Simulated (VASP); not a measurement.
# W (Pm-3m) in VASP: further runs, part 2 of 2

VASP 6.6.1. The steps go on from the part before.

**3. Single point, revPBE**

This run uses another cell than the first one, of 18.54 Å³/atom, 1.042 times its volume.

INCAR

```
SYSTEM = W
PREC = Accurate
ENCUT = 520
EDIFF = 1E-6
ISMEAR = -1
SIGMA = 0.1
LREAL = .FALSE.
LASPH = .TRUE.
NELM = 100
ALGO = Normal
ISIF = 2
LWAVE = .FALSE.
LCHARG = .FALSE.
GGA = RE
NBANDS = 13
```

KPOINTS

```
Automatic mesh
0
G
  12 12 12
  0 0 0
```

POSCAR

```
W
1.0
    2.6465753285      0.0000000000      0.0000000000
    0.0000000000      2.6465753285      0.0000000000
    0.0000000000      0.0000000000      2.6465753285
W
1
Direct
    0.0000000000      0.0000000000      0.0000000000
```

Potentials or basis: VASP PAW PBE potentials, release 64 (W_sv).

Command:

```
> cat potpaw_PBE.64/W_sv/POTCAR > POTCAR
> mpirun -np 1 vasp_std > vasp.out
```

OUTCAR:

```text
SYSTEM = W
   PREC = Accurate
   ENCUT = 520
   EDIFF = 1E-6
   ISMEAR = -1
   LREAL = .FALSE.
   LASPH = .TRUE.
   NELM = 100
   ISIF = 2
   GGA = RE

 ion  position               nearest neighbor table
   1  0.000  0.000  0.000-

  LATTYP: Found a simple cubic cell.
 ALAT       =     2.6465753285

  Lattice vectors:

 A1 = (   2.6465753285,   0.0000000000,   0.0000000000)
 A2 = (   0.0000000000,   2.6465753285,   0.0000000000)
 A3 = (   0.0000000000,   0.0000000000,   2.6465753285)

Analysis of symmetry for initial positions (statically):
=====================================================================
 Subroutine PRICEL returns:
 Original cell was already a primitive cell.

 Routine SETGRP: Setting up the symmetry group for a
 simple cubic supercell.

 Subroutine GETGRP returns: Found 48 space group operations
 (whereof 48 operations were pure point group operations)
 out of a pool of 48 trial point group operations.

The static configuration has the point symmetry O_h .

Analysis of symmetry for dynamics (positions and initial velocities):
=====================================================================
 Subroutine PRICEL returns:
 Original cell was already a primitive cell.

 Routine SETGRP: Setting up the symmetry group for a
 simple cubic supercell.

 Subroutine GETGRP returns: Found 48 space group operations
 (whereof 48 operations were pure point group operations)
 out of a pool of 48 trial point group operations.

The dynamic configuration has the point symmetry O_h .

 Subroutine INISYM returns: Found 48 space group operations
 (whereof 48 operations are pure point group operations),
 and found     1 'primitive' translations

----------------------------------------------------------------------------------------

                                     Primitive cell

  volume of cell :      18.5376

  direct lattice vectors                    reciprocal lattice vectors
     2.646575328  0.000000000  0.000000000     0.377846793  0.000000000  0.000000000
     0.000000000  2.646575328  0.000000000     0.000000000  0.377846793  0.000000000
     0.000000000  0.000000000  2.646575328     0.000000000  0.000000000  0.377846793

  length of vectors
     2.646575328  2.646575328  2.646575328     0.377846793  0.377846793  0.377846793

  position of ions in fractional coordinates (direct lattice)
     0.000000000  0.000000000  0.000000000

  ion indices of the primitive-cell ions
   primitive index   ion index
                 1           1

----------------------------------------------------------------------------------------

 KPOINTS: Automatic mesh

Automatic generation of k-mesh.
 Grid dimensions read from file:
 generate k-points for:   12   12   12

 Generating k-lattice:

  Cartesian coordinates                     Fractional coordinates (reciprocal lattice)
     0.031487233  0.000000000  0.000000000     0.083333333  0.000000000  0.000000000
     0.000000000  0.031487233  0.000000000     0.000000000  0.083333333  0.000000000
     0.000000000  0.000000000  0.031487233     0.000000000  0.000000000  0.083333333

  Length of vectors
     0.031487233  0.031487233  0.031487233

  Shift w.r.t. Gamma in fractional coordinates (k-lattice)
     0.000000000  0.000000000  0.000000000

 Subroutine IBZKPT returns following result:
 ===========================================

 Found     84 irreducible k-points:

 Following reciprocal coordinates:
            Coordinates               Weight
  0.000000  0.000000  0.000000      1.000000
  0.083333  0.000000  0.000000      6.000000
  0.166667  0.000000  0.000000      6.000000
  0.250000  0.000000  0.000000      6.000000
  0.333333  0.000000  0.000000      6.000000
  0.416667  0.000000  0.000000      6.000000
[... 16 lines left out ...]
  0.333333  0.333333  0.000000     12.000000
  0.416667  0.333333  0.000000     24.000000
 [... further k-points ...]
   k-points           NKPTS =     84   k-points in BZ     NKDIM =     84   number of bands    NBANDS=     13
   number of dos      NEDOS =    301   number of ions     NIONS =      1
   total plane-waves  NPLWV =   8000
   dimension x,y,z NGX =    20 NGY =   20 NGZ =   20
   dimension x,y,z NGXF=    40 NGYF=   40 NGZF=   40
   ions per type =               1
   NGX,Y,Z   is equivalent  to a cutoff of  12.56, 12.56, 12.56 a.u.
   NGXF,Y,Z  is equivalent  to a cutoff of  25.13, 25.13, 25.13 a.u.
 SYSTEM =  W
   PREC   = accura    normal or accurate (medium, high low for compatibility)
   ISTART =      0    job   : 0-new  1-cont  2-samecut
   ICHARG =      2    charge: 1-file 2-atom 10-const
   ISPIN  =      1    spin polarized calculation?
   LNONCOLLINEAR =      F non collinear calculations
   LSORBIT =      F    spin-orbit coupling
   LASPH  =      T    aspherical Exc in radial PAW
   ENCUT  =  520.0 eV  38.22 Ry    6.18 a.u.   4.92  4.92  4.92*2*pi/ulx,y,z
   NELM   =    100;   NELMIN=  2; NELMDL= -5     # of ELM steps
   EDIFF  = 0.1E-05   stopping-criterion for ELM
   LREAL  =      F    real-space projection
   EDIFFG = 0.1E-04   stopping-criterion for IOM
   NSW    =      0    number of steps for IOM
   IBRION =     -1    ionic relax: 0-MD 1-quasi-New 2-CG
   NFREE  =      0    steps in history (QN), initial steepest desc. (CG)
   ISIF   =      2    stress and relaxation
   ISYM   =      2    0-nonsym 1-usesym 2-fastsym
   POTIM  = 0.5000    time-step for ionic-motion
   TEBEG  =    0.0;   TEEND  =   0.0 temperature during run
   PSTRESS=    0.0 pullay stress
   NELECT =      14.0000    total number of electrons
   NUPDOWN=      -1.0000    fix difference up-down
   EMIN   =  10.00;   EMAX   =-10.00  energy-range for DOS
   EFERMI =   0.00;   METHOD = LEGACY
   ISMEAR =    -1;   SIGMA  =   0.10  broadening in eV -4-tet -1-fermi 0-gaus
   EFERMI_NEDOS =   21; number of points for ismear=-14 and -15
   IALGO  =     38    algorithm
   IMIX   =      4    mixing-type and parameters
     AMIX     =   0.40;   BMIX     =  1.00
     AMIX_MAG =   1.60;   BMIX_MAG =  1.00
  volume/ion in A,a.u.               =      18.54       125.10
  Fermi-wavevector in a.u.,A,eV,Ry     =   1.490848  2.817293 30.240670  2.222627
  Thomas-Fermi vector in A             =   2.603578
   LORBIT       =      0    0 simple, 1 ext, 2 COOP (PROOUT), +10 PAW based schemes
   GGA     = RE    functional components
   LHFCALC =     F    Hartree Fock is set to
   AEXX    =    0.0000 exact exchange contribution
   IVDW    =     0    specifies the selected vdW correction
   LEPSILON=     F    determine dielectric tensor
   LRPA    =     F    only Hartree local field effects (RPA)
 non-spin polarized calculation
  energy-cutoff  :      520.00
  volume of cell :       18.54
 maximum number of plane-waves:       516
 NGX is ok and might be reduce to    20
   NGX =  9   NGY =  9   NGZ =  9

 number of electron      13.9999997 magnetization

 Free energy of the ion-electron system (eV)
  ---------------------------------------------------
  ext. energy  EPLUGINS =         0.00000000
  ---------------------------------------------------
  free energy    TOTEN  =       -11.11433416 eV

  energy without entropy =      -11.09526044  energy(sigma->0) =      -11.10479730

 E-fermi :   9.2670     XC(G=0): -12.5877

 val. band max:        9.0045617503   @ k =   0.3333   0.3333   0.1667
 cond. band min:       9.2997416185   @ k =   0.4167   0.3333   0.1667
 fundamental gap:      0.2951798682
 Fermi energy:         9.2670345344

 k-point     1 :       0.0000    0.0000    0.0000
  band No.  band energies     occupation
      1     -64.8703      2.00000
      2     -28.4965      2.00000
      3     -28.4965      2.00000
      4     -28.4965      2.00000
      5       0.7673      2.00000
      6       5.0066      2.00000
      7       5.0066      2.00000
      8      13.8961      0.00000
      9      13.8961      0.00000
     10      13.8961      0.00000
     11      23.8114      0.00000
     12      23.8114      0.00000
     13      23.8114      0.00000

 k-point     2 :       0.0833    0.0000    0.0000
  band No.  band energies     occupation
      1     -64.8641      2.00000
      2     -28.5840      2.00000
      3     -28.4892      2.00000
      4     -28.4892      2.00000
      5       0.9877      2.00000
      6       5.0635      2.00000
      7       5.2381      2.00000
      8      13.5356      0.00000
      9      13.5356      0.00000
     10      13.9213      0.00000
     11      22.6715      0.00000
[... 339 lines left out ...]
 k-point    24 :       0.4167    0.3333    0.0000
  band No.  band energies     occupation
      1     -64.7185      2.00000
      2     -29.5186      2.00000
      3     -29.2850      2.00000
      4     -28.3157      2.00000
      5       4.6930      2.00000
      6       5.9277      2.00000
      7      10.5647      0.00000
      8      10.9201      0.00000
      9      11.5842      0.00000
     10      12.3460      0.00000
     11      18.2413      0.00000
     12      22.8030      0.00000
     13      25.6663      0.00000

 [... further k-points ...]
[... 5 lines left out ...]
  --------------------------------------------------------------------------------------
  -------------------------------------------------------------------------------------
  Total        0.0542815      0.0542815      0.0542815      0.0000000      0.0000000     -0.0000000
  in kB        4.6914810      4.6914810      4.6914810      0.0000000      0.0000000     -0.0000000
  external PRESSURE =       4.6914810 kB  Pullay stress =       0.0000000 kB

 VOLUME and BASIS-vectors are now :
 -----------------------------------------------------------------------------
  energy-cutoff  :      520.00
  volume of cell :       18.54
      direct lattice vectors                 reciprocal lattice vectors
     2.646575328  0.000000000  0.000000000     0.377846793  0.000000000  0.000000000
     0.000000000  2.646575328  0.000000000     0.000000000  0.377846793  0.000000000
     0.000000000  0.000000000  2.646575328     0.000000000  0.000000000  0.377846793

 POSITION                                       TOTAL-FORCE (eV/Angst)
 -----------------------------------------------------------------------------------
      0.00000      0.00000      0.00000         0.000000      0.000000      0.000000
 -----------------------------------------------------------------------------------
    total drift:                               -0.000000      0.000000      0.000000

  FREE ENERGIE OF THE ION-ELECTRON SYSTEM (eV)
  ---------------------------------------------------
  free  energy   TOTEN  =       -11.1143341615 eV

  energy  without entropy=      -11.0952604353  energy(sigma->0) =      -11.10479730
```

It took 15 s on 1 thread of Intel Xeon 8259CL, shared host; peak memory 0.14 GiB.

What came out:

- Free energy: -11.1143 eV
- Pressure: 0.5 GPa
- Band gap on the k mesh: zero (band 7 reaches 11.03 eV, above the bottom of band 8 at 8.59 eV)

Caveat: the PAW data sets were made with another functional, which shifts forces and pressure a little; spin-orbit coupling is left out, which moves the levels of the heavy elements.

**4. Single point, revPBE**

This run uses another cell than the first one, of 18.54 Å³/atom, 1.042 times its volume.

INCAR

```
  PREC = Accurate
  ENCUT = 520
  EDIFF = 1E-6
  ISMEAR = -1
  SIGMA = 0.1
  LREAL = False
  LASPH = True
  NELM = 100
  ALGO = Normal
  ISIF = 2
  LWAVE = False
  LCHARG = False
  GGA = RE
  NBANDS = 13
```

KPOINTS

```
Automatic mesh
0
Gamma
  13 13 13
```

POSCAR is that of step 3.

Command:

```
> cat potpaw_PBE.64/W_sv/POTCAR > POTCAR
> mpirun -np 1 vasp_std > vasp.out
```

Run time: 16 s. Hardware: 1 thread of Intel Xeon 8259CL, shared host; peak memory 0.14 GiB.

The run converged. Its results:

- Free energy: -11.0946 eV
- Pressure: -0.1 GPa
- Band gap on the k mesh: zero (band 7 reaches 11.11 eV, above the bottom of band 8 at 8.58 eV)

Levels at points of the mesh, in eV from the Fermi level:
| k point | band 3 | band 4 | band 5 | band 6 | band 7 | band 8 | band 9 | band 10 | band 11 | band 12 |
| --- | --- | --- | --- | --- | --- | --- | --- | --- | --- | --- |
| (0.00, 0.00, 0.00) | -37.81 | -37.81 | -8.55 | -4.31 | -4.31 | 4.58 | 4.58 | 4.58 | 14.50 | 14.50 |

Caveat: the PAW data sets were made with another functional, which shifts forces and pressure a little; spin-orbit coupling is left out, which moves the levels of the heavy elements.

**5. Summary**

```csv
cell,k mesh,gap on the mesh (eV),pressure (GPa)
"a = 2.611 Å, 1 atom",13 × 13 × 13,none,9.2
"a = 2.647 Å, 1 atom",12 × 12 × 12,none,0.5
"a = 2.647 Å, 1 atom",13 × 13 × 13,none,-0.1
```

Alike in all rows: task single point; level revPBE; potentials or basis VASP PAW PBE potentials, release 64 (W_sv); no spin polarisation; cutoff (eV) 520; smearing fermi-dirac 0.1 eV.

Caveats: the PAW data sets were made with another functional, which shifts forces and pressure a little; spin-orbit coupling is left out, which moves the levels of the heavy elements.

Total energies depend on the potentials used, so only differences within one code and one set of settings carry meaning.
